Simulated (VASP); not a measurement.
# I in VASP: a series of runs, part 2 of 2

VASP 6.6.1. The steps go on from the part before.

**3. Single point, PBE**

This run uses another cell than the first one: it holds 3 atoms, not 2.

File INCAR:

```
SYSTEM = I
ALGO = Normal
EDIFF = 1E-6
ENCUT = 520
GGA = PE
ISIF = 2
ISMEAR = 0
LASPH = .TRUE.
LCHARG = .TRUE.
LELF = .TRUE.
LREAL = .FALSE.
LVHAR = .TRUE.
LWAVE = .FALSE.
NBANDS = 18
NELM = 100
PREC = Accurate
SIGMA = 0.1
```

File KPOINTS:

```
k-points
0
G
  4 4 4
  0 0 0
```

File POSCAR:

```
I
1.0
    0.0000000000      4.7700444039      6.0789388675
    3.0129198075      0.0000000000      6.0789388675
    3.0129198075      4.7700444039      0.0000000000
I
3
Direct
    0.0208153307      0.5207724556     -0.0208153307
    0.5207724556      0.0208153307      0.4792275444
    0.0207422137      0.0207422137      0.9792577863
```

Potentials or basis: VASP PAW PBE potentials, release 64 (I).

The run is started by

```sh
$ cat potpaw_PBE.64/I/POTCAR > POTCAR
$ mpirun -np 1 vasp_std > vasp.out
```

Run time: 1.7 min. Hardware: 1 thread of AMD EPYC 7R43 (Zen 3), shared host; peak memory 0.29 GiB.

Results (log left out):

| Property | Result |
| --- | --- |
| Free energy | -4.0189 eV |
| Pressure | 0.0 GPa |

Stress tensor (GPa, compression positive):
```
-0.17  0.00  0.00
 0.00  0.07  0.00
 0.00  0.00  0.02
```

Levels at points of the mesh, in eV from the Fermi level:
```tsv
k point	band 7	band 8	band 9	band 10	band 11	band 12	band 13	band 14	band 15	band 16
(0.00, 0.00, 0.00)	-2.43	-1.03	-0.72	0.68	0.96	2.55	3.96	5.24	5.33	6.92
(0.50, 0.00, 0.00)	-1.99	-1.93	-1.87	-1.42	-0.85	0.90	5.75	6.63	6.68	7.49
(0.50, 0.50, 0.00)	-1.71	-1.22	-1.21	-1.05	-1.03	2.52	4.98	5.42	5.53	6.70
(0.50, 0.00, 0.50)	-2.60	-0.93	-0.50	0.64	0.96	2.58	4.69	5.36	7.15	7.32
(0.00, 0.50, 0.50)	-1.70	-1.33	-1.28	-1.28	-0.51	2.55	6.22	6.50	6.54	7.31
```

Caveat: spin-orbit coupling is left out, which moves the levels of the heavy elements; an odd number of electrons without spin polarisation forces a metal; a magnetic or distorted state may lie lower.

**4. Single point, PBE**

This run uses another cell than the first one: it holds 3 atoms, not 2.

File INCAR:

```
PREC = Accurate
ENCUT = 520
EDIFF = 1E-6
ISMEAR = 0
SIGMA = 0.1
LREAL = F
LASPH = T
NELM = 100
ALGO = Normal
ISIF = 2
LWAVE = F
LCHARG = F
GGA = PE
NBANDS = 18
```

File KPOINTS:

```
Automatic mesh
0
Gamma
  10 10 10
```

File POSCAR:

```
I
1.0
    0.0000000000      4.9943814795      5.5793420008
    3.2155759818      0.0000000000      5.5793420008
    3.2155759818      4.9943814795      0.0000000000
I
3
Direct
    0.0000000000      0.5000000000      0.0000000000
    0.5000000000      0.0000000000      0.5000000000
    0.0000000000      0.0000000000      0.0000000000
```

Potentials or basis: VASP PAW PBE potentials, release 64 (I).

The run is started by

```sh
$ cat potpaw_PBE.64/I/POTCAR > POTCAR
$ mpirun -np 1 vasp_std > vasp.out
```

OUTCAR:

```text
PREC = Accurate
   ENCUT = 520
   EDIFF = 1E-6
   ISMEAR = 0
   LREAL = F
   LASPH = T
   NELM = 100
   ISIF = 2
   GGA = PE

 ion  position               nearest neighbor table
   1  0.000  0.500  0.000-   2 3.22   2 3.22   3 3.22   3 3.22
   2  0.500  0.000  0.500-   1 3.22   1 3.22   3 3.22   3 3.22
   3  0.000  0.000  0.000-   1 3.22   2 3.22   1 3.22   2 3.22

  LATTYP: Found a face centered orthorhombic cell.
 ALAT       =     6.4311519636
 B/A-ratio  =     1.5531840976
 C/A-ratio  =     1.7350987917
[... 197 lines left out ...]
      6      -3.0978      2.00000
[... 481 lines left out ...]
      5      -2.7993      2.00000
      6      -2.0505      2.00000
[... 10 lines left out ...]
     17       7.4712      0.00000
     18       8.4027      0.00000

 [... further k-points ...]
[... 5 lines left out ...]
  --------------------------------------------------------------------------------------
  -------------------------------------------------------------------------------------
  Total       -0.0446243      0.0060667     -0.0881839      0.0000000      0.0000000      0.0000000
  in kB       -0.3989594      0.0542383     -0.7883993      0.0000000      0.0000000      0.0000000
  external PRESSURE =      -0.3777068 kB  Pullay stress =       0.0000000 kB

 VOLUME and BASIS-vectors are now :
 -----------------------------------------------------------------------------
  energy-cutoff  :      520.00
  volume of cell :      179.21
      direct lattice vectors                 reciprocal lattice vectors
     0.000000000  4.994381480  5.579342001    -0.155493138  0.100112497  0.089616302
     3.215575982  0.000000000  5.579342001     0.155493138 -0.100112497  0.089616302
     3.215575982  4.994381480  0.000000000     0.155493138  0.100112497 -0.089616302

 POSITION                                       TOTAL-FORCE (eV/Angst)
 -----------------------------------------------------------------------------------
      1.60779      0.00000      2.78967         0.000000      0.000000     -0.000000
      1.60779      4.99438      2.78967        -0.000000     -0.000000      0.000000
      0.00000      0.00000      0.00000        -0.000000      0.000000     -0.000000
 -----------------------------------------------------------------------------------
    total drift:                               -0.000000     -0.000000     -0.000000

  FREE ENERGIE OF THE ION-ELECTRON SYSTEM (eV)
  ---------------------------------------------------
  free  energy   TOTEN  =        -4.2056352749 eV

  energy  without entropy=       -4.1984130712  energy(sigma->0) =       -4.20202417
```

OSZICAR:

```text
N       E                     dE             d eps       ncg     rms          rms(c)
DAV:   1     0.114613534504E+03    0.11461E+03   -0.68801E+03  6156   0.853E+02
DAV:   2     0.575820180509E+01   -0.10886E+03   -0.10533E+03  8354   0.140E+02
DAV:   3    -0.406669174913E+01   -0.98249E+01   -0.97802E+01  6898   0.485E+01
DAV:   4    -0.431025712833E+01   -0.24357E+00   -0.24342E+00  9184   0.915E+00
DAV:   5    -0.431200829203E+01   -0.17512E-02   -0.17511E-02  7714   0.808E-01    0.799E+00
DAV:   6    -0.423208805085E+01    0.79920E-01   -0.81599E-02  7130   0.122E+00    0.507E+00
DAV:   7    -0.420728420420E+01    0.24804E-01   -0.14320E-01  7416   0.167E+00    0.293E-01
DAV:   8    -0.420555180836E+01    0.17324E-02   -0.10866E-02  6754   0.497E-01    0.965E-02
DAV:   9    -0.420560676100E+01   -0.54953E-04   -0.23394E-04  7872   0.944E-02    0.318E-02
DAV:  10    -0.420563130647E+01   -0.24545E-04   -0.28012E-05  6756   0.312E-02    0.852E-03
DAV:  11    -0.420563451190E+01   -0.32054E-05   -0.63869E-06  6974   0.147E-02    0.718E-03
DAV:  12    -0.420563527487E+01   -0.76297E-06   -0.12554E-06  5416   0.745E-03
   1 F= -.42056353E+01 E0= -.42020242E+01  d E =-.722220E-02
```

It took 12 min on 1 thread of AMD EPYC 7R43 (Zen 3), shared host; peak memory 0.59 GiB.

Results:

```yaml
Free_energy: -4.2056 eV
Pressure: 0.0 GPa
```

Levels at points of the mesh, in eV from the Fermi level:
| k point | band 8 | band 9 | band 10 | band 11 | band 12 | band 13 | band 14 | band 15 |
| --- | --- | --- | --- | --- | --- | --- | --- | --- |
| (0.00, 0.00, 0.00) | -1.31 | -1.06 | 0.67 | 1.45 | 1.46 | 3.56 | 5.01 | 5.03 |
| (0.50, 0.00, 0.00) | -2.00 | -1.92 | -1.83 | -1.16 | 1.26 | 5.29 | 5.99 | 6.30 |
| (0.50, 0.50, 0.00) | -1.98 | -1.83 | -1.81 | -1.35 | 1.27 | 4.95 | 5.19 | 5.50 |
| (0.50, 0.00, 0.50) | -1.19 | -0.92 | 0.66 | 1.44 | 1.47 | 4.29 | 5.34 | 6.80 |
| (0.00, 0.50, 0.50) | -2.02 | -2.01 | -1.84 | -0.95 | 1.29 | 5.85 | 6.48 | 7.02 |

Caveat: spin-orbit coupling is left out, which moves the levels of the heavy elements; an odd number of electrons without spin polarisation forces a metal; a magnetic or distorted state may lie lower.

**5. Summary**

```csv
cell,k mesh,smearing,gap on the mesh (eV),pressure (GPa)
"a = 7.159, b = 5.875, c = 5.113 Å, angles 81.0, 54.2, 44.9°, 2 atoms",10 × 10 × 10,gaussian 0.01 eV,0.20,0.0
"a = 7.727, b = 6.785, c = 5.642 Å, angles 76.3, 58.5, 45.2°, 3 atoms",4 × 4 × 4,gaussian 0.1 eV,none,0.0
"a = 7.488, b = 6.440, c = 5.940 Å, angles 74.3, 55.9, 49.8°, 3 atoms",10 × 10 × 10,gaussian 0.1 eV,none,0.0
```

Alike in all rows: task single point; level PBE; potentials or basis VASP PAW PBE potentials, release 64 (I); no spin polarisation; cutoff (eV) 520.

Caveats: spin-orbit coupling is left out, which moves the levels of the heavy elements; an odd number of electrons without spin polarisation forces a metal (some runs); a magnetic or distorted state may lie lower (some runs).

Absolute energies hang on the potentials; compare differences alone.
